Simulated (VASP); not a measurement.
# BN (Qingsongite) (F-43m) in VASP: notebook

BN (Qingsongite) is run at these levels: LDA; tasks: single point.

All numbers are computed with VASP 6.6.1; they aren't measurements. Logs are shortened: lines on timing, memory, paths and dates and some standing lists are left out, and cuts for length are marked.

### 1 The cell of the first run

It takes space group F-43m (No. 216, cubic). Conventional cell: a = 3.615 Å, b = 3.615 Å, c = 3.615 Å, α = 90.00°, β = 90.00°, γ = 90.00°. B (site symmetry -43m) has 4 N at 1.57 Å within 2.1 Å. N (site symmetry -43m) has 4 B at 1.57 Å within 2.1 Å.

### 2 Single point, LDA

File INCAR:

```
SYSTEM = BN
PREC = Accurate ; ENCUT = 520
EDIFF = 1E-6 ; ISMEAR = 0
SIGMA = 0.01 ; LREAL = .FALSE.
LASPH = .TRUE. ; NELM = 80
ALGO = Normal ; ISIF = 2
LWAVE = .FALSE. ; LCHARG = .FALSE.
GGA = CA ; NBANDS = 11
```

File KPOINTS:

```
regular mesh
0
G
  8 8 8
  0 0 0
```

File POSCAR:

```
BN
1.0
    0.0000000000      1.8075000000      1.8075000000
    1.8075000000      0.0000000000      1.8075000000
    1.8075000000      1.8075000000      0.0000000000
B N
1 1
Direct
    0.0000000000      0.0000000000      0.0000000000
    0.2500000000      0.2500000000      0.2500000000
```

Potentials or basis: VASP PAW LDA potentials, release 64 (B, N).

Command:

```console
$ cat potpaw_LDA.64/B/POTCAR potpaw_LDA.64/N/POTCAR > POTCAR
$ mpirun -np 1 vasp_std > vasp.out
```

OUTCAR:

```text
SYSTEM = BN
   PREC = Accurate
   ENCUT = 520
   EDIFF = 1E-6
   ISMEAR = 0
   LREAL = .FALSE.
   LASPH = .TRUE.
   NELM = 80
   ISIF = 2
   GGA = CA

 ion  position               nearest neighbor table
   1  0.000  0.000  0.000-   2 1.57   2 1.57   2 1.57   2 1.57
   2  0.250  0.250  0.250-   1 1.57   1 1.57   1 1.57   1 1.57

  LATTYP: Found a face centered cubic cell.
 ALAT       =     3.6150000000

  Lattice vectors:

 A1 = (   0.0000000000,   1.8075000000,   1.8075000000)
 A2 = (   1.8075000000,   0.0000000000,   1.8075000000)
 A3 = (   1.8075000000,   1.8075000000,   0.0000000000)

Analysis of symmetry for initial positions (statically):
=====================================================================
 Subroutine PRICEL returns:
 Original cell was already a primitive cell.

 Routine SETGRP: Setting up the symmetry group for a
 face centered cubic supercell.

 Subroutine GETGRP returns: Found 24 space group operations
 (whereof 24 operations were pure point group operations)
 out of a pool of 48 trial point group operations.

The static configuration has the point symmetry T_d .

Analysis of symmetry for dynamics (positions and initial velocities):
=====================================================================
 Subroutine PRICEL returns:
 Original cell was already a primitive cell.

 Routine SETGRP: Setting up the symmetry group for a
 face centered cubic supercell.

 Subroutine GETGRP returns: Found 24 space group operations
 (whereof 24 operations were pure point group operations)
 out of a pool of 48 trial point group operations.

The dynamic configuration has the point symmetry T_d .

 Subroutine INISYM returns: Found 24 space group operations
 (whereof 24 operations are pure point group operations),
 and found     1 'primitive' translations

----------------------------------------------------------------------------------------

                                     Primitive cell

  volume of cell :      11.8104

  direct lattice vectors                    reciprocal lattice vectors
     0.000000000  1.807500000  1.807500000    -0.276625173  0.276625173  0.276625173
     1.807500000  0.000000000  1.807500000     0.276625173 -0.276625173  0.276625173
     1.807500000  1.807500000  0.000000000     0.276625173  0.276625173 -0.276625173

  length of vectors
     2.556191014  2.556191014  2.556191014     0.479128854  0.479128854  0.479128854

  position of ions in fractional coordinates (direct lattice)
     0.000000000  0.000000000  0.000000000
     0.250000000  0.250000000  0.250000000

  ion indices of the primitive-cell ions
   primitive index   ion index
                 1           1
                 2           2

----------------------------------------------------------------------------------------

 KPOINTS: regular mesh

Automatic generation of k-mesh.
 Grid dimensions read from file:
 generate k-points for:    8    8    8

 Generating k-lattice:

  Cartesian coordinates                     Fractional coordinates (reciprocal lattice)
    -0.034578147  0.034578147  0.034578147     0.125000000  0.000000000  0.000000000
     0.034578147 -0.034578147  0.034578147     0.000000000  0.125000000  0.000000000
     0.034578147  0.034578147 -0.034578147     0.000000000  0.000000000  0.125000000

  Length of vectors
     0.059891107  0.059891107  0.059891107

  Shift w.r.t. Gamma in fractional coordinates (k-lattice)
     0.000000000  0.000000000  0.000000000

 Subroutine IBZKPT returns following result:
 ===========================================

 Found     29 irreducible k-points:

 Following reciprocal coordinates:
            Coordinates               Weight
  0.000000  0.000000  0.000000      1.000000
  0.125000  0.000000  0.000000      8.000000
  0.250000  0.000000  0.000000      8.000000
  0.375000  0.000000  0.000000      8.000000
  0.500000  0.000000  0.000000      4.000000
  0.125000  0.125000  0.000000      6.000000
[... 16 lines left out ...]
  0.500000  0.250000  0.125000     48.000000
 -0.375000  0.250000  0.125000     24.000000
 [... further k-points ...]
   k-points           NKPTS =     29   k-points in BZ     NKDIM =     29   number of bands    NBANDS=     11
   number of dos      NEDOS =    301   number of ions     NIONS =      2
   total plane-waves  NPLWV =   8000
   dimension x,y,z NGX =    20 NGY =   20 NGZ =   20
   dimension x,y,z NGXF=    40 NGYF=   40 NGZF=   40
   ions per type =               1   1
   NGX,Y,Z   is equivalent  to a cutoff of  13.01, 13.01, 13.01 a.u.
   NGXF,Y,Z  is equivalent  to a cutoff of  26.01, 26.01, 26.01 a.u.
 SYSTEM =  BN
   PREC   = accura    normal or accurate (medium, high low for compatibility)
   ISTART =      0    job   : 0-new  1-cont  2-samecut
   ICHARG =      2    charge: 1-file 2-atom 10-const
   ISPIN  =      1    spin polarized calculation?
   LNONCOLLINEAR =      F non collinear calculations
   LSORBIT =      F    spin-orbit coupling
   LASPH  =      T    aspherical Exc in radial PAW
   ENCUT  =  520.0 eV  38.22 Ry    6.18 a.u.   4.75  4.75  4.75*2*pi/ulx,y,z
   NELM   =     80;   NELMIN=  2; NELMDL= -5     # of ELM steps
   EDIFF  = 0.1E-05   stopping-criterion for ELM
   LREAL  =      F    real-space projection
   EDIFFG = 0.1E-04   stopping-criterion for IOM
   NSW    =      0    number of steps for IOM
   IBRION =     -1    ionic relax: 0-MD 1-quasi-New 2-CG
   NFREE  =      0    steps in history (QN), initial steepest desc. (CG)
   ISIF   =      2    stress and relaxation
   ISYM   =      2    0-nonsym 1-usesym 2-fastsym
   POTIM  = 0.5000    time-step for ionic-motion
   TEBEG  =    0.0;   TEEND  =   0.0 temperature during run
   PSTRESS=    0.0 pullay stress
   NELECT =       8.0000    total number of electrons
   NUPDOWN=      -1.0000    fix difference up-down
   EMIN   =  10.00;   EMAX   =-10.00  energy-range for DOS
   EFERMI =   0.00;   METHOD = LEGACY
   ISMEAR =     0;   SIGMA  =   0.01  broadening in eV -4-tet -1-fermi 0-gaus
   EFERMI_NEDOS =   21; number of points for ismear=-14 and -15
   IALGO  =     38    algorithm
   IMIX   =      4    mixing-type and parameters
     AMIX     =   0.40;   BMIX     =  1.00
     AMIX_MAG =   1.60;   BMIX_MAG =  1.00
  volume/ion in A,a.u.               =       5.91        39.85
  Fermi-wavevector in a.u.,A,eV,Ry     =   1.437749  2.716952 28.124920  2.067123
  Thomas-Fermi vector in A             =   2.556793
   LORBIT       =      0    0 simple, 1 ext, 2 COOP (PROOUT), +10 PAW based schemes
   GGA     = CA    functional components
   LHFCALC =     F    Hartree Fock is set to
   AEXX    =    0.0000 exact exchange contribution
   IVDW    =     0    specifies the selected vdW correction
   LEPSILON=     F    determine dielectric tensor
   LRPA    =     F    only Hartree local field effects (RPA)
 non-spin polarized calculation
 Gauss-broadening in eV      SIGMA  =   0.01
  energy-cutoff  :      520.00
  volume of cell :       11.81
 maximum number of plane-waves:       332
   NGX =  9   NGY =  9   NGZ =  9

 number of electron       8.0000000 magnetization

 Free energy of the ion-electron system (eV)
  ---------------------------------------------------
  ext. energy  EPLUGINS =         0.00000000
  ---------------------------------------------------
  free energy    TOTEN  =       -19.40430186 eV

  energy without entropy =      -19.40430186  energy(sigma->0) =      -19.40430186

 E-fermi :   7.5376     XC(G=0): -13.1048

 val. band max:        7.3889898108   @ k =   0.0000   0.0000   0.0000
 cond. band min:      11.7324339393   @ k =   0.5000   0.5000   0.0000
 fundamental gap:      4.3434441286
 Fermi energy:         7.5376438939

 k-point     1 :       0.0000    0.0000    0.0000
  band No.  band energies     occupation
      1     -12.6805      2.00000
      2       7.3890      2.00000
      3       7.3890      2.00000
      4       7.3890      2.00000
      5      16.0723      0.00000
      6      16.0723      0.00000
      7      16.0723      0.00000
      8      17.8291      0.00000
      9      31.8787      0.00000
     10      35.1765      0.00000
     11      35.1765      0.00000

 k-point     2 :       0.1250    0.0000    0.0000
  band No.  band energies     occupation
      1     -12.3002      2.00000
      2       5.5259      2.00000
      3       7.0058      2.00000
      4       7.0058      2.00000
      5      16.4881      0.00000
      6      16.6431      0.00000
      7      16.6431      0.00000
      8      18.9465      0.00000
      9      31.3427      0.00000
     10      31.9248      0.00000
     11      31.9248      0.00000

 k-point     3 :       0.2500    0.0000    0.0000
  band No.  band energies     occupation
      1     -11.1938      2.00000
      2       1.9342      2.00000
      3       6.2547      2.00000
      4       6.2547      2.00000
      5      17.0205      0.00000
      6      17.5893      0.00000
      7      17.5893      0.00000
      8      20.8662      0.00000
      9      30.4751      0.00000
     10      30.8589      0.00000
     11      30.8589      0.00000

 k-point     4 :       0.3750    0.0000    0.0000
  band No.  band energies     occupation
      1      -9.5481      2.00000
      2      -1.5291      2.00000
      3       5.6578      2.00000
      4       5.6578      2.00000
      5      17.4412      0.00000
      6      17.9499      0.00000
      7      17.9499      0.00000
      8      22.0435      0.00000
      9      30.2914      0.00000
     10      32.3512      0.00000
     11      32.3512      0.00000
[... 239 lines left out ...]
 k-point    22 :       0.3750    0.2500    0.1250
  band No.  band energies     occupation
      1     -10.2495      2.00000
      2       1.7267      2.00000
      3       3.4387      2.00000
      4       5.3646      2.00000
      5      15.8416      0.00000
      6      19.1162      0.00000
      7      19.9433      0.00000
      8      20.5732      0.00000
      9      26.6339      0.00000
     10      32.8252      0.00000
     11      34.5239      0.00000

 k-point    23 :       0.5000    0.2500    0.1250
  band No.  band energies     occupation
      1      -8.7077      2.00000
      2      -0.8192      2.00000
      3       2.6407      2.00000
      4       4.4281      2.00000
      5      16.6423      0.00000
      6      18.6425      0.00000
      7      21.0790      0.00000
      8      21.8656      0.00000
      9      27.1933      0.00000
     10      32.3873      0.00000
     11      34.6217      0.00000

 k-point    24 :      -0.3750    0.2500    0.1250
  band No.  band energies     occupation
      1      -7.6851      2.00000
      2      -2.3281      2.00000
      3       2.5785      2.00000
      4       3.9176      2.00000
      5      16.8134      0.00000
      6      18.5042      0.00000
      7      21.6795      0.00000
      8      22.9981      0.00000
      9      26.5566      0.00000
     10      32.9761      0.00000
     11      34.6326      0.00000

 [... further k-points ...]

------------------------ aborting loop because EDIFF is reached ----------------------------------------

  FORCE on cell =-STRESS in cart. coord.  units (eV):
  Direction    XX          YY          ZZ          XY          YZ          ZX
  --------------------------------------------------------------------------------------
  -------------------------------------------------------------------------------------
  Total       -0.7414866     -0.7414866     -0.7414866      0.0000000      0.0000000      0.0000000
  in kB     -100.5886461   -100.5886461   -100.5886461      0.0000000      0.0000000      0.0000000
  external PRESSURE =    -100.5886461 kB  Pullay stress =       0.0000000 kB

 VOLUME and BASIS-vectors are now :
 -----------------------------------------------------------------------------
  energy-cutoff  :      520.00
  volume of cell :       11.81
      direct lattice vectors                 reciprocal lattice vectors
     0.000000000  1.807500000  1.807500000    -0.276625173  0.276625173  0.276625173
     1.807500000  0.000000000  1.807500000     0.276625173 -0.276625173  0.276625173
     1.807500000  1.807500000  0.000000000     0.276625173  0.276625173 -0.276625173

 POSITION                                       TOTAL-FORCE (eV/Angst)
 -----------------------------------------------------------------------------------
      0.00000      0.00000      0.00000         0.000000     -0.000000      0.000000
      0.90375      0.90375      0.90375        -0.000000      0.000000     -0.000000
 -----------------------------------------------------------------------------------
    total drift:                               -0.000000     -0.000000     -0.000000

  FREE ENERGIE OF THE ION-ELECTRON SYSTEM (eV)
  ---------------------------------------------------
  free  energy   TOTEN  =       -19.4043018575 eV

  energy  without entropy=      -19.4043018575  energy(sigma->0) =      -19.40430186
```

Wall time 2.1 s (1 thread of Intel Xeon 6975P-C (Granite Rapids), shared host); peak memory 0.11 GiB.

Results:

```yaml
Free_energy: -19.4043 eV
Pressure: -10.1 GPa
Band_gap_on_the_k_mesh: 4.34 eV, indirect (least direct gap 8.68 eV)
```

(Continued in part 2 of 3.)
